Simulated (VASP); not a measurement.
The system is GaGe3.

```
CELL_PARAMETERS angstrom
0.00000 3.34139 3.34139
3.34139 0.00000 3.34139
3.34139 3.34139 0.00000
ATOMIC_POSITIONS crystal
Ge 0.50000 0.50000 0.50000
Ge 0.75000 0.75000 0.75000
Ge 0.25000 0.25000 0.25000
Ga 0.00000 0.00000 0.00000
```

This cell differs from its parent crystal: volume scaled by 0.96.

Base run:

* Program: VASP 6.6.1
* Functional: LDA
* Potentials or basis: VASP PAW LDA potentials, release 64 (Ge_d, Ga_d)
* Cutoff: 520 eV
* k mesh: 7 × 7 × 7
* Occupations: fermi-dirac, width 0.05 eV
* Spin: no spin polarisation

Its results: pressure -3.1 GPa.

Q: The run is repeated on the same cell with these changes: functional from LDA to PBE; potentials or basis from VASP PAW LDA potentials, release 64 (Ge_d, Ga_d) to VASP PAW PBE potentials, release 64 (Ge_d, Ga_d). What comes out?

A: Pressure 2.3 GPa.
